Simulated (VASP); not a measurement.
# SnO in VASP: a series of runs

Runs on SnO. Level: r2SCAN. Tasks: single point.

Everything below comes from runs of VASP 6.6.1. Logs are shortened: lines on timing, memory, paths and dates and some standing lists are left out, and cuts for length are marked.

## 1. The cell of the first run

Symmetry: Cmce, No. 64, orthorhombic system. The conventional cell has a = 5.384 Å, b = 5.385 Å, c = 9.872 Å, α = 90.00°, β = 90.00°, γ = 90.00°. Within 2.9 Å of Sn (site symmetry m) lie 4 O at 2.22 Å. Within 2.9 Å of O (site symmetry 2) lie 4 Sn at 2.22 Å and 4 O at 2.69 Å.

## 2. Single point, r2SCAN

File POSCAR:

```
SnO
1.0
    2.6921235260     -2.6926627209      0.0000000000
    2.6921235260      2.6926627209      0.0000000000
    0.0000000000      0.0000000000      9.8720207348
Sn O
4 4
Direct
   -0.0005022679      0.0005022679     -0.0052529005
    0.0005022679     -0.0005022679      0.4947470995
    0.5005118975      0.4994881025      0.2622486698
    0.4994881025      0.5005118975      0.7622486698
    1.0005010299      0.4995001233      0.3785021153
   -0.0005010299      0.5004998767      0.8785021153
    0.5004998767     -0.0005010299      0.3785021153
    0.4995001233      1.0005010299      0.8785021153
```

File INCAR.step1:

```
SYSTEM = SnO
  PREC = Accurate
  ENCUT = 520
  ISMEAR = 0
  SIGMA = 0.1
  LREAL = .False.
  LASPH = .True.
  NELM = 60
  NBANDS = 50
  GGA = PE
  ALGO = Normal
  EDIFF = 1E-4
  LWAVE = .True.
  LCHARG = .False.
```

File INCAR.step2:

```
SYSTEM = SnO
  PREC = Accurate
  ENCUT = 520
  EDIFF = 1E-7
  ISMEAR = 0
  SIGMA = 0.1
  LREAL = .False.
  LASPH = .True.
  NELM = 60
  ALGO = Normal
  ISIF = 2
  LWAVE = .False.
  LCHARG = .True.
  METAGGA = R2SCAN
  LMIXTAU = .True.
  LELF = .True.
  LVHAR = .True.
  NBANDS = 50
  ISTART = 1
```

File KPOINTS:

```
Automatic mesh
0
Gamma
  4 4 2
  0 0 0
```

Potentials or basis: VASP PAW PBE potentials, release 64 (Sn_d, O).

Command:

```
$ cat potpaw_PBE.64/Sn_d/POTCAR potpaw_PBE.64/O/POTCAR > POTCAR
$ cp INCAR.step1 INCAR
$ mpirun -np 1 vasp_std > vasp.out
$ cp INCAR.step2 INCAR
$ mpirun -np 1 vasp_std > vasp.out
```

OUTCAR:

```text
SYSTEM = SnO
   PREC = Accurate
   ENCUT = 520
   EDIFF = 1E-7
   ISMEAR = 0
   LREAL = .False.
   LASPH = .True.
   NELM = 60
   ISIF = 2
   METAGGA = R2SCAN
   ISTART = 1

 ion  position               nearest neighbor table
   1  0.999  0.001  0.995-   6 2.22   8 2.22   8 2.22   6 2.22   4 3.54   4 3.54   4 3.54   4 3.54

   2  0.001  0.999  0.495-   5 2.22   7 2.22   5 2.22   7 2.22   3 3.54   3 3.54   3 3.54   3 3.54

   3  0.501  0.499  0.262-   5 2.22   7 2.22   7 2.22   5 2.22   2 3.54   2 3.54   2 3.54   2 3.54

   4  0.499  0.501  0.762-   6 2.22   8 2.22   6 2.22   8 2.22   1 3.54   1 3.54   1 3.54   1 3.54

   5  0.001  0.500  0.379-   2 2.22   3 2.22   2 2.22   3 2.22
   6  0.999  0.500  0.879-   1 2.22   4 2.22   1 2.22   4 2.22
   7  0.500  0.999  0.379-   2 2.22   3 2.22   2 2.22   3 2.22
   8  0.500  0.001  0.879-   1 2.22   4 2.22   1 2.22   4 2.22

  LATTYP: Found a base centered orthorhombic cell.
 ALAT       =     5.3842470520
 B/A-ratio  =     1.0002002861
 C/A-ratio  =     1.8335006993

  Lattice vectors:

 A1 = (   2.6921235260,  -2.6926627209,   0.0000000000)
 A2 = (   2.6921235260,   2.6926627209,   0.0000000000)
 A3 = (   0.0000000000,   0.0000000000,   9.8720207348)

Analysis of symmetry for initial positions (statically):
=====================================================================
 Subroutine PRICEL returns:
 Original cell was already a primitive cell.

 Routine SETGRP: Setting up the symmetry group for a
 base centered orthorhombic supercell.

 Subroutine GETGRP returns: Found  4 space group operations
 (whereof  2 operations were pure point group operations)
 out of a pool of  8 trial point group operations.

The static configuration has the point symmetry C_1h.
 The point group associated with its full space group is C_2v.

Analysis of symmetry for dynamics (positions and initial velocities):
=====================================================================
 Subroutine PRICEL returns:
 Original cell was already a primitive cell.

 Routine SETGRP: Setting up the symmetry group for a
 base centered orthorhombic supercell.

 Subroutine GETGRP returns: Found  4 space group operations
 (whereof  2 operations were pure point group operations)
 out of a pool of  8 trial point group operations.

The dynamic configuration has the point symmetry C_1h.
 The point group associated with its full space group is C_2v.

 Subroutine INISYM returns: Found  4 space group operations
 (whereof  2 operations are pure point group operations),
 and found     1 'primitive' translations

----------------------------------------------------------------------------------------

                                     Primitive cell

  volume of cell :     143.1242

  direct lattice vectors                    reciprocal lattice vectors
     2.692123526 -2.692662721  0.000000000     0.185726990 -0.185689799  0.000000000
     2.692123526  2.692662721  0.000000000     0.185726990  0.185689799  0.000000000
     0.000000000  0.000000000  9.872020735     0.000000000  0.000000000  0.101296384

  length of vectors
     3.807618890  3.807618890  9.872020735     0.262631332  0.262631332  0.101296384

  position of ions in fractional coordinates (direct lattice)
     0.999497732  0.000502268  0.994747100
     0.000502268  0.999497732  0.494747100
     0.500511897  0.499488103  0.262248670
     0.499488103  0.500511897  0.762248670
     0.000501030  0.499500123  0.378502115
     0.999498970  0.500499877  0.878502115
     0.500499877  0.999498970  0.378502115
     0.499500123  0.000501030  0.878502115

  ion indices of the primitive-cell ions
   primitive index   ion index
                 1           1
                 2           2
                 3           3
                 4           4
                 5           5
                 6           6
                 7           7
                 8           8

----------------------------------------------------------------------------------------

 KPOINTS: Automatic mesh

Automatic generation of k-mesh.
 Grid dimensions read from file:
 generate k-points for:    4    4    2

 Generating k-lattice:

  Cartesian coordinates                     Fractional coordinates (reciprocal lattice)
     0.046431748 -0.046422450  0.000000000     0.250000000  0.000000000  0.000000000
     0.046431748  0.046422450  0.000000000     0.000000000  0.250000000  0.000000000
     0.000000000  0.000000000  0.050648192     0.000000000  0.000000000  0.500000000

  Length of vectors
     0.065657833  0.065657833  0.050648192

  Shift w.r.t. Gamma in fractional coordinates (k-lattice)
     0.000000000  0.000000000  0.000000000

 Subroutine IBZKPT returns following result:
 ===========================================

 Found     14 irreducible k-points:

 Following reciprocal coordinates:
            Coordinates               Weight
  0.000000  0.000000  0.000000      1.000000
  0.250000 -0.000000  0.000000      4.000000
  0.500000 -0.000000  0.000000      2.000000
  0.250000  0.250000  0.000000      2.000000
  0.500000  0.250000  0.000000      4.000000
 -0.250000  0.250000  0.000000      2.000000
  0.500000  0.500000  0.000000      1.000000
  0.000000  0.000000  0.500000      1.000000
  0.250000 -0.000000  0.500000      4.000000
  0.500000 -0.000000  0.500000      2.000000
  0.250000  0.250000  0.500000      2.000000
  0.500000  0.250000  0.500000      4.000000
 -0.250000  0.250000  0.500000      2.000000
  0.500000  0.500000  0.500000      1.000000
   k-points           NKPTS =     14   k-points in BZ     NKDIM =     14   number of bands    NBANDS=     50
   number of dos      NEDOS =    301   number of ions     NIONS =      8
   total plane-waves  NPLWV =  62720
   dimension x,y,z NGX =    28 NGY =   28 NGZ =   80
   dimension x,y,z NGXF=    56 NGYF=   56 NGZF=  160
   ions per type =               4   4
   NGX,Y,Z   is equivalent  to a cutoff of  12.23, 12.23, 13.47 a.u.
   NGXF,Y,Z  is equivalent  to a cutoff of  24.45, 24.45, 26.94 a.u.
 SYSTEM =  SnO
   PREC   = accura    normal or accurate (medium, high low for compatibility)
   ISTART =      1    job   : 0-new  1-cont  2-samecut
   ICHARG =      0    charge: 1-file 2-atom 10-const
   ISPIN  =      1    spin polarized calculation?
   LNONCOLLINEAR =      F non collinear calculations
   LSORBIT =      F    spin-orbit coupling
   LASPH  =      T    aspherical Exc in radial PAW
   ENCUT  =  520.0 eV  38.22 Ry    6.18 a.u.   7.08  7.08 18.36*2*pi/ulx,y,z
   NELM   =     60;   NELMIN=  2; NELMDL=  0     # of ELM steps
   EDIFF  = 0.1E-06   stopping-criterion for ELM
   LREAL  =      F    real-space projection
   EDIFFG = 0.1E-05   stopping-criterion for IOM
   NSW    =      0    number of steps for IOM
   IBRION =     -1    ionic relax: 0-MD 1-quasi-New 2-CG
   NFREE  =      0    steps in history (QN), initial steepest desc. (CG)
   ISIF   =      2    stress and relaxation
   ISYM   =      2    0-nonsym 1-usesym 2-fastsym
   POTIM  = 0.5000    time-step for ionic-motion
   TEBEG  =    0.0;   TEEND  =   0.0 temperature during run
   PSTRESS=    0.0 pullay stress
   NELECT =      80.0000    total number of electrons
   NUPDOWN=      -1.0000    fix difference up-down
   EMIN   =  10.00;   EMAX   =-10.00  energy-range for DOS
   EFERMI =   0.00;   METHOD = LEGACY
   ISMEAR =     0;   SIGMA  =   0.10  broadening in eV -4-tet -1-fermi 0-gaus
   EFERMI_NEDOS =   21; number of points for ismear=-14 and -15
   IALGO  =     38    algorithm
   IMIX   =      4    mixing-type and parameters
     AMIX     =   0.40;   BMIX     =  1.00
     AMIX_MAG =   1.60;   BMIX_MAG =  1.00
  volume/ion in A,a.u.               =      17.89       120.73
  Fermi-wavevector in a.u.,A,eV,Ry     =   1.348550  2.548391 24.743392  1.818588
  Thomas-Fermi vector in A             =   2.476210
   LORBIT       =      0    0 simple, 1 ext, 2 COOP (PROOUT), +10 PAW based schemes
   METAGGA = R2SCAN    functional components
   LHFCALC =     F    Hartree Fock is set to
   AEXX    =    0.0000 exact exchange contribution
   IVDW    =     0    specifies the selected vdW correction
   LEPSILON=     F    determine dielectric tensor
   LRPA    =     F    only Hartree local field effects (RPA)
 non-spin polarized calculation
 Gauss-broadening in eV      SIGMA  =   0.10
  energy-cutoff  :      520.00
  volume of cell :      143.12
 maximum number of plane-waves:      3872
   NGX = 15   NGY = 15   NGZ = 37

 number of electron      79.9999974 magnetization

 Free energy of the ion-electron system (eV)
  ---------------------------------------------------
  ext. energy  EPLUGINS =         0.00000000
  ---------------------------------------------------
  free energy    TOTEN  =      -133.79234428 eV

  energy without entropy =     -133.79217560  energy(sigma->0) =     -133.79225994

 E-fermi :   7.0820     XC(G=0): -10.7956

 val. band max:        6.9065703781   @ k =   0.0000   0.0000   0.0000
 cond. band min:       7.2740965939   @ k =   0.5000   0.5000   0.0000
 fundamental gap:      0.3675262158
 Fermi energy:         7.0820142553

 k-point     1 :       0.0000    0.0000    0.0000
  band No.  band energies     occupation
      1     -16.0221      2.00000
      2     -16.0092      2.00000
      3     -15.4736      2.00000
      4     -15.4601      2.00000
      5     -15.4432      2.00000
      6     -15.4431      2.00000
[... 42 lines left out ...]
     49      12.8718      0.00000
     50      12.8728      0.00000

 k-point     2 :       0.2500   -0.0000    0.0000
  band No.  band energies     occupation
      1     -15.9888      2.00000
      2     -15.9841      2.00000
      3     -15.6648      2.00000
      4     -15.6397      2.00000
      5     -15.4325      2.00000
      6     -15.4315      2.00000
[... 42 lines left out ...]
     49      13.0601      0.00000
     50      13.1920      0.00000

 k-point     3 :       0.5000   -0.0000    0.0000
  band No.  band energies     occupation
      1     -15.8953      2.00000
      2     -15.8953      2.00000
      3     -15.8822      2.00000
      4     -15.8822      2.00000
      5     -15.4397      2.00000
      6     -15.4397      2.00000
[... 42 lines left out ...]
     49      13.1760      0.00000
     50      13.1763      0.00000

 k-point     4 :       0.2500    0.2500    0.0000
  band No.  band energies     occupation
      1     -15.9728      2.00000
      2     -15.9664      2.00000
      3     -15.7634      2.00000
      4     -15.7578      2.00000
      5     -15.4433      2.00000
      6     -15.4362      2.00000
[... 469 lines left out ...]
 k-point    13 :      -0.2500    0.2500    0.5000
  band No.  band energies     occupation
      1     -15.9696      2.00000
      2     -15.9696      2.00000
      3     -15.7608      2.00000
      4     -15.7608      2.00000
      5     -15.4377      2.00000
      6     -15.4377      2.00000
[... 42 lines left out ...]
     49      13.4583      0.00000
     50      13.4583      0.00000

 k-point    14 :       0.5000    0.5000    0.5000
  band No.  band energies     occupation
      1     -15.9383      2.00000
      2     -15.9383      2.00000
      3     -15.9381      2.00000
      4     -15.9381      2.00000
      5     -15.4136      2.00000
      6     -15.4136      2.00000
[... 42 lines left out ...]
     49      12.8971      0.00000
     50      12.8976      0.00000

------------------------ aborting loop because EDIFF is reached ----------------------------------------

  FORCE on cell =-STRESS in cart. coord.  units (eV):
  Direction    XX          YY          ZZ          XY          YZ          ZX
  --------------------------------------------------------------------------------------
  -------------------------------------------------------------------------------------
  Total        0.5922135      0.5610021      0.4896022      0.0000000      0.0000000      0.0000000
  in kB        6.6294249      6.2800347      5.4807624      0.0000000      0.0000000      0.0000000
  external PRESSURE =       6.1300740 kB  Pullay stress =       0.0000000 kB

 VOLUME and BASIS-vectors are now :
 -----------------------------------------------------------------------------
  energy-cutoff  :      520.00
  volume of cell :      143.12
      direct lattice vectors                 reciprocal lattice vectors
     2.692123526 -2.692662721  0.000000000     0.185726990 -0.185689799  0.000000000
     2.692123526  2.692662721  0.000000000     0.185726990  0.185689799  0.000000000
     0.000000000  0.000000000  9.872020735     0.000000000  0.000000000  0.101296384

 POSITION                                       TOTAL-FORCE (eV/Angst)
 -----------------------------------------------------------------------------------
      2.69212     -2.68996      9.82016         0.000000     -0.001451      0.138891
      2.69212      2.68996      4.88415         0.000000      0.001451      0.138891
      2.69212     -0.00276      2.58892         0.000000      0.001662     -0.137020
      2.69212      0.00276      7.52493         0.000000     -0.001662     -0.137020
      1.34606      1.34364      3.73658         0.000005      0.001238     -0.000936
      4.03818     -1.34364      8.67259        -0.000005     -0.001238     -0.000936
      4.03818      1.34364      3.73658        -0.000005      0.001238     -0.000936
      1.34606     -1.34364      8.67259         0.000005     -0.001238     -0.000936
 -----------------------------------------------------------------------------------
    total drift:                               -0.000000     -0.000000      0.003783

  FREE ENERGIE OF THE ION-ELECTRON SYSTEM (eV)
  ---------------------------------------------------
  free  energy   TOTEN  =      -133.7923442766 eV

  energy  without entropy=     -133.7921756018  energy(sigma->0) =     -133.79225994
```

Wall time 10 min (1 thread of Intel Xeon 8259CL, shared host); peak memory 0.29 GiB.

What came out:

```
Free energy            : -133.7923 eV
Pressure               : 0.6 GPa
Largest force          : 0.139 eV/Å
Band gap on the k mesh : 0.37 eV
```

Forces in eV/Å, atoms in the order of the input:
```
Sn   0.000 -0.001  0.139
Sn   0.000  0.001  0.139
Sn   0.000  0.002 -0.137
Sn   0.000 -0.002 -0.137
O    0.000  0.001 -0.001
O    0.000 -0.001 -0.001
O    0.000  0.001 -0.001
O    0.000 -0.001 -0.001
```

Stress tensor (GPa, compression positive):
```
0.66 0.00 0.00
0.00 0.63 0.00
0.00 0.00 0.55
```

Levels at points of the mesh, in eV from the valence-band top:
| k point | band 37 | band 38 | band 39 | band 40 | band 41 | band 42 | band 43 | band 44 |
| --- | --- | --- | --- | --- | --- | --- | --- | --- |
| (0.00, 0.00, 0.00) | -3.56 | -3.23 | -2.51 | 0.00 | 1.98 | 2.34 | 3.30 | 3.30 |
| (0.50, 0.00, 0.00) | -2.87 | -2.87 | -1.96 | -1.96 | 2.71 | 2.71 | 3.37 | 3.38 |
| (0.50, 0.50, 0.00) | -2.77 | -2.77 | -2.07 | -2.07 | 0.37 | 0.37 | 2.57 | 2.57 |
| (0.00, 0.00, 0.50) | -3.57 | -3.57 | -0.75 | -0.75 | 1.94 | 1.94 | 3.87 | 3.87 |
| (0.50, 0.00, 0.50) | -2.40 | -2.40 | -2.39 | -2.39 | 3.02 | 3.02 | 3.03 | 3.03 |
| (0.50, 0.50, 0.50) | -2.44 | -2.44 | -2.44 | -2.44 | 1.18 | 1.18 | 1.18 | 1.18 |

Caveat: semilocal functionals underestimate gaps, and a narrow one can read as zero; the PAW data sets were made with another functional, which shifts forces and pressure a little; spin-orbit coupling is left out, which moves the levels of the heavy elements.

(Part 1 of 2 ends here.)
